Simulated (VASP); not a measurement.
# Y (I4_1/amd) in VASP: notebook

Runs on Y. Level: LDA. Tasks: single point.

All numbers are computed with VASP 6.6.1; they aren't measurements. Logs are shortened: lines on timing, memory, paths and dates and some standing lists are left out, and cuts for length are marked.

## 1. The cell of the first run

Symmetry: I4_1/amd, No. 141, tetragonal system. Conventional cell: a = 4.377 Å, b = 4.377 Å, c = 2.618 Å, α = 90.00°, β = 90.00°, γ = 90.00°. Within 3.0 Å of Y (site symmetry -4m2) lie 10 Y at 2.28 to 2.94 Å.

## 2. Single point, LDA

Input file INCAR:

```
SYSTEM = Y
ALGO = Normal
EDIFF = 1E-6
ENCUT = 520
ISIF = 2
ISMEAR = -1
LASPH = .True.
LCHARG = .True.
LELF = .True.
LREAL = .False.
LVHAR = .True.
LWAVE = .False.
NBANDS = 18
NELM = 80
PREC = Accurate
SIGMA = 0.05
```

Input file KPOINTS:

```
k-points
0
Gamma
  17 17 17
  0 0 0
```

Input file POSCAR:

```
Y
1.0
   -2.1883198253      2.1883198253      1.3090192515
    2.1883198253     -2.1883198253      1.3090192515
    2.1883198253      2.1883198253     -1.3090192515
Y
2
Direct
   -0.3750000000     -0.1250000000     -0.2500000000
    0.3750000000      0.1250000000      0.2500000000
```

Potentials or basis: VASP PAW LDA potentials, release 64 (Y_sv).

Run with:

```
$ cat potpaw_LDA.64/Y_sv/POTCAR > POTCAR
$ mpirun -np 1 vasp_std > vasp.out
```

OUTCAR:

```text
SYSTEM = Y
   EDIFF = 1E-6
   ENCUT = 520
   ISIF = 2
   ISMEAR = -1
   LASPH = .True.
   LREAL = .False.
   NELM = 80
   PREC = Accurate

 ion  position               nearest neighbor table
   1  0.625  0.875  0.750-   2 2.28   2 2.28   2 2.28   2 2.28   2 2.94   2 2.94   2 2.94   2 2.94
                             2 3.94   2 3.94
   2  0.375  0.125  0.250-   1 2.28   1 2.28   1 2.28   1 2.28   1 2.94   1 2.94   1 2.94   1 2.94
                             1 3.94   1 3.94

  LATTYP: Found a body centered tetragonal cell.
 ALAT       =     4.3766396506
 C/A-ratio  =     0.5981846147

  Lattice vectors:

 A1 = (  -2.1883198253,   2.1883198253,   1.3090192515)
 A2 = (   2.1883198253,  -2.1883198253,   1.3090192515)
 A3 = (   2.1883198253,   2.1883198253,  -1.3090192515)

Analysis of symmetry for initial positions (statically):
=====================================================================
 Subroutine PRICEL returns:
 Original cell was already a primitive cell.

 Routine SETGRP: Setting up the symmetry group for a
 body centered tetragonal supercell.

 Subroutine GETGRP returns: Found 16 space group operations
 (whereof  4 operations were pure point group operations)
 out of a pool of 16 trial point group operations.

The static configuration has the point symmetry C_2h.
 The point group associated with its full space group is D_4h.

Analysis of symmetry for dynamics (positions and initial velocities):
=====================================================================
 Subroutine PRICEL returns:
 Original cell was already a primitive cell.

 Routine SETGRP: Setting up the symmetry group for a
 body centered tetragonal supercell.

 Subroutine GETGRP returns: Found 16 space group operations
 (whereof  4 operations were pure point group operations)
 out of a pool of 16 trial point group operations.

The dynamic configuration has the point symmetry C_2h.
 The point group associated with its full space group is D_4h.

 Subroutine INISYM returns: Found 16 space group operations
 (whereof  4 operations are pure point group operations),
 and found     1 'primitive' translations

----------------------------------------------------------------------------------------

                                     Primitive cell

  volume of cell :      25.0742

  direct lattice vectors                    reciprocal lattice vectors
    -2.188319825  2.188319825  1.309019252     0.000000000  0.228485797  0.381965353
     2.188319825 -2.188319825  1.309019252     0.228485797  0.000000000  0.381965353
     2.188319825  2.188319825 -1.309019252     0.228485797  0.228485797  0.000000000

  length of vectors
     3.360211112  3.360211112  3.360211112     0.445087958  0.445087958  0.323127713

  position of ions in fractional coordinates (direct lattice)
     0.625000000  0.875000000  0.750000000
     0.375000000  0.125000000  0.250000000

  ion indices of the primitive-cell ions
   primitive index   ion index
                 1           1
                 2           2

----------------------------------------------------------------------------------------

 KPOINTS: k-points

Automatic generation of k-mesh.
 Grid dimensions read from file:
 generate k-points for:   17   17   17

 Generating k-lattice:

  Cartesian coordinates                     Fractional coordinates (reciprocal lattice)
     0.000000000  0.013440341  0.022468550     0.058823529  0.000000000 -0.000000000
     0.013440341  0.000000000  0.022468550     0.000000000  0.058823529 -0.000000000
     0.013440341  0.013440341  0.000000000     0.000000000  0.000000000  0.058823529

  Length of vectors
     0.026181645  0.026181645  0.019007513

  Shift w.r.t. Gamma in fractional coordinates (k-lattice)
     0.000000000  0.000000000  0.000000000

 Subroutine IBZKPT returns following result:
 ===========================================

 Found    405 irreducible k-points:

 Following reciprocal coordinates:
            Coordinates               Weight
  0.000000  0.000000  0.000000      1.000000
  0.058824 -0.000000  0.000000      8.000000
  0.117647  0.000000  0.000000      8.000000
  0.176471 -0.000000  0.000000      8.000000
  0.235294  0.000000  0.000000      8.000000
  0.294118 -0.000000  0.000000      8.000000
[... 16 lines left out ...]
 -0.176471  0.058824 -0.000000     16.000000
 -0.117647  0.058824  0.000000     16.000000
 [... further k-points ...]
   k-points           NKPTS =    405   k-points in BZ     NKDIM =    405   number of bands    NBANDS=     18
   number of dos      NEDOS =    301   number of ions     NIONS =      2
   total plane-waves  NPLWV =  21952
   dimension x,y,z NGX =    28 NGY =   28 NGZ =   28
   dimension x,y,z NGXF=    56 NGYF=   56 NGZF=   56
   ions per type =               2
   NGX,Y,Z   is equivalent  to a cutoff of  13.85, 13.85, 13.85 a.u.
   NGXF,Y,Z  is equivalent  to a cutoff of  27.71, 27.71, 27.71 a.u.
 SYSTEM =  Y
   PREC   = accura    normal or accurate (medium, high low for compatibility)
   ISTART =      0    job   : 0-new  1-cont  2-samecut
   ICHARG =      2    charge: 1-file 2-atom 10-const
   ISPIN  =      1    spin polarized calculation?
   LNONCOLLINEAR =      F non collinear calculations
   LSORBIT =      F    spin-orbit coupling
   LASPH  =      T    aspherical Exc in radial PAW
   ENCUT  =  520.0 eV  38.22 Ry    6.18 a.u.   6.25  6.25  6.25*2*pi/ulx,y,z
   NELM   =     80;   NELMIN=  2; NELMDL= -5     # of ELM steps
   EDIFF  = 0.1E-05   stopping-criterion for ELM
   LREAL  =      F    real-space projection
   EDIFFG = 0.1E-04   stopping-criterion for IOM
   NSW    =      0    number of steps for IOM
   IBRION =     -1    ionic relax: 0-MD 1-quasi-New 2-CG
   NFREE  =      0    steps in history (QN), initial steepest desc. (CG)
   ISIF   =      2    stress and relaxation
   ISYM   =      2    0-nonsym 1-usesym 2-fastsym
   POTIM  = 0.5000    time-step for ionic-motion
   TEBEG  =    0.0;   TEEND  =   0.0 temperature during run
   PSTRESS=    0.0 pullay stress
   NELECT =      22.0000    total number of electrons
   NUPDOWN=      -1.0000    fix difference up-down
   EMIN   =  10.00;   EMAX   =-10.00  energy-range for DOS
   EFERMI =   0.00;   METHOD = LEGACY
   ISMEAR =    -1;   SIGMA  =   0.05  broadening in eV -4-tet -1-fermi 0-gaus
   EFERMI_NEDOS =   21; number of points for ismear=-14 and -15
   IALGO  =     38    algorithm
   IMIX   =      4    mixing-type and parameters
     AMIX     =   0.40;   BMIX     =  1.00
     AMIX_MAG =   1.60;   BMIX_MAG =  1.00
  volume/ion in A,a.u.               =      12.54        84.60
  Fermi-wavevector in a.u.,A,eV,Ry     =   1.567256  2.961684 33.419859  2.456290
  Thomas-Fermi vector in A             =   2.669462
   LORBIT       =      0    0 simple, 1 ext, 2 COOP (PROOUT), +10 PAW based schemes
   GGA     = CA    functional components
   LHFCALC =     F    Hartree Fock is set to
   AEXX    =    0.0000 exact exchange contribution
   IVDW    =     0    specifies the selected vdW correction
   LEPSILON=     F    determine dielectric tensor
   LRPA    =     F    only Hartree local field effects (RPA)
 non-spin polarized calculation
  energy-cutoff  :      520.00
  volume of cell :       25.07
 maximum number of plane-waves:       693
 NGX is ok and might be reduce to    28
   NGX = 13   NGY = 13   NGZ = 13

 number of electron      22.0000000 magnetization

 Free energy of the ion-electron system (eV)
  ---------------------------------------------------
  ext. energy  EPLUGINS =         0.00000000
  ---------------------------------------------------
  free energy    TOTEN  =        -4.89779719 eV

  energy without entropy =       -4.88860560  energy(sigma->0) =       -4.89320139

 E-fermi :   9.5615     XC(G=0): -14.1492

 val. band max:        9.5612808244   @ k =  -0.0588  -0.2353   0.0588
 cond. band min:       9.5683313093   @ k =  -0.4118   0.1765   0.0588
 fundamental gap:      0.0070504850
 Fermi energy:         9.5614818440

 k-point     1 :       0.0000    0.0000    0.0000
  band No.  band energies     occupation
      1     -34.6691      2.00000
      2     -30.3549      2.00000
      3     -15.8414      2.00000
      4     -15.8414      2.00000
      5     -10.6336      2.00000
      6     -10.4803      2.00000
[... 10 lines left out ...]
     17      14.0822      0.00000
     18      24.4798      0.00000

 k-point     2 :       0.0588   -0.0000    0.0000
  band No.  band energies     occupation
      1     -34.6215      2.00000
      2     -30.3702      2.00000
      3     -15.8416      2.00000
      4     -15.7684      2.00000
      5     -10.8071      2.00000
      6     -10.6639      2.00000
[... 10 lines left out ...]
     17      15.5523      0.00000
     18      24.2385      0.00000

 k-point     3 :       0.1176    0.0000    0.0000
  band No.  band energies     occupation
      1     -34.4819      2.00000
      2     -30.4153      2.00000
      3     -15.8415      2.00000
      4     -15.5626      2.00000
      5     -11.3179      2.00000
      6     -11.1293      2.00000
[... 10 lines left out ...]
     17      17.2551      0.00000
     18      23.1874      0.00000

 k-point     4 :       0.1765   -0.0000    0.0000
  band No.  band energies     occupation
      1     -34.2598      2.00000
      2     -30.4883      2.00000
      3     -15.8390      2.00000
      4     -15.2687      2.00000
      5     -12.1068      2.00000
      6     -11.6830      2.00000
[... 375 lines left out ...]
      4     -14.9722      2.00000
      5     -12.3590      2.00000
      6     -11.6190      2.00000
[... 10 lines left out ...]
     17      17.9094      0.00000
     18      21.9418      0.00000

 k-point    23 :      -0.1765    0.0588   -0.0000
  band No.  band energies     occupation
      1     -34.3940      2.00000
      2     -30.5425      2.00000
      3     -15.8734      2.00000
      4     -15.3269      2.00000
      5     -11.5377      2.00000
      6     -11.1029      2.00000
[... 10 lines left out ...]
     17      17.5266      0.00000
     18      22.0871      0.00000

 k-point    24 :      -0.1176    0.0588    0.0000
  band No.  band energies     occupation
      1     -34.5614      2.00000
      2     -30.4600      2.00000
      3     -15.8422      2.00000
      4     -15.6250      2.00000
      5     -10.9548      2.00000
      6     -10.6565      2.00000
[... 10 lines left out ...]
     17      15.9274      0.00000
     18      23.2439      0.00000

 [... further k-points ...]

------------------------ aborting loop because EDIFF is reached ----------------------------------------

  FORCE on cell =-STRESS in cart. coord.  units (eV):
  Direction    XX          YY          ZZ          XY          YZ          ZX
  --------------------------------------------------------------------------------------
  -------------------------------------------------------------------------------------
  Total       25.1825721     25.1825721     25.1293586      0.0000000      0.0000000      0.0000000
  in kB     1609.1000668   1609.1000668   1605.6998660      0.0000000      0.0000000      0.0000000
  external PRESSURE =    1607.9666665 kB  Pullay stress =       0.0000000 kB

 VOLUME and BASIS-vectors are now :
 -----------------------------------------------------------------------------
  energy-cutoff  :      520.00
  volume of cell :       25.07
      direct lattice vectors                 reciprocal lattice vectors
    -2.188319825  2.188319825  1.309019252     0.000000000  0.228485797  0.381965353
     2.188319825 -2.188319825  1.309019252     0.228485797  0.000000000  0.381965353
     2.188319825  2.188319825 -1.309019252     0.228485797  0.228485797  0.000000000

 POSITION                                       TOTAL-FORCE (eV/Angst)
 -----------------------------------------------------------------------------------
      2.18832      1.09416      0.98176         0.000000     -0.000000     -0.000000
      0.00000      1.09416      0.32725        -0.000000      0.000000      0.000000
 -----------------------------------------------------------------------------------
    total drift:                                0.000000      0.000000     -0.000000

  FREE ENERGIE OF THE ION-ELECTRON SYSTEM (eV)
  ---------------------------------------------------
  free  energy   TOTEN  =        -4.8977971894 eV

  energy  without entropy=       -4.8886055981  energy(sigma->0) =       -4.89320139
```

Run time: 80 s. Hardware: 1 thread of Intel Xeon 6975P-C (Granite Rapids), shared host; peak memory 0.3 GiB.

What came out:

| Quantity | Value |
| --- | --- |
| Free energy | -4.8978 eV |
| Pressure | 160.8 GPa |
| Band gap on the k mesh | zero (bands 11 and 12 overlap by 3.95 eV) |

Stress tensor (GPa, compression positive):
```
160.91   0.00   0.00
  0.00 160.91   0.00
  0.00   0.00 160.57
```

Caveat: the cell stands under pressure.

## 3. Single point, LDA

Input file INCAR:

```
ALGO = Normal
EDIFF = 1E-6
ENCUT = 520
GGA = CA
ISIF = 2
ISMEAR = -1
LASPH = T
LCHARG = F
LREAL = F
LWAVE = F
NBANDS = 18
NELM = 100
PREC = Accurate
SIGMA = 0.05
```

Input file KPOINTS:

```
k-points
0
Gamma
  17 17 17
```

Input file POSCAR:

```
Y
1.0
   -2.1884998149      2.1884998149      1.3090654378
    2.1884998149     -2.1884998149      1.3090654378
    2.1884998149      2.1884998149     -1.3090654378
Y
2
Direct
   -0.3750000000     -0.1250000000     -0.2500000000
    0.3750000000      0.1250000000      0.2500000000
```

Potentials or basis: VASP PAW LDA potentials, release 64 (Y_sv).

Run with:

```
$ cat potpaw_LDA.64/Y_sv/POTCAR > POTCAR
$ mpirun -np 1 vasp_std > vasp.out
```

Wall time 79 s (1 thread of Intel Xeon 6975P-C (Granite Rapids), shared host); peak memory 0.3 GiB.

It converged, with:

```
Free energy            : -4.9028 eV
Pressure               : 160.7 GPa
Band gap on the k mesh : zero (bands 11 and 12 overlap by 3.95 eV)
```

Stress tensor (GPa, compression positive):
```
160.78   0.00   0.00
  0.00 160.78   0.00
  0.00   0.00 160.49
```

Levels at points of the mesh, in eV from the Fermi level:
| k point | band 9 | band 10 | band 11 | band 12 | band 13 | band 14 |
| --- | --- | --- | --- | --- | --- | --- |
| (0.00, 0.00, 0.00) | -7.11 | -3.22 | -1.57 | -0.96 | 0.97 | 3.67 |

Caveat: the cell stands under pressure.
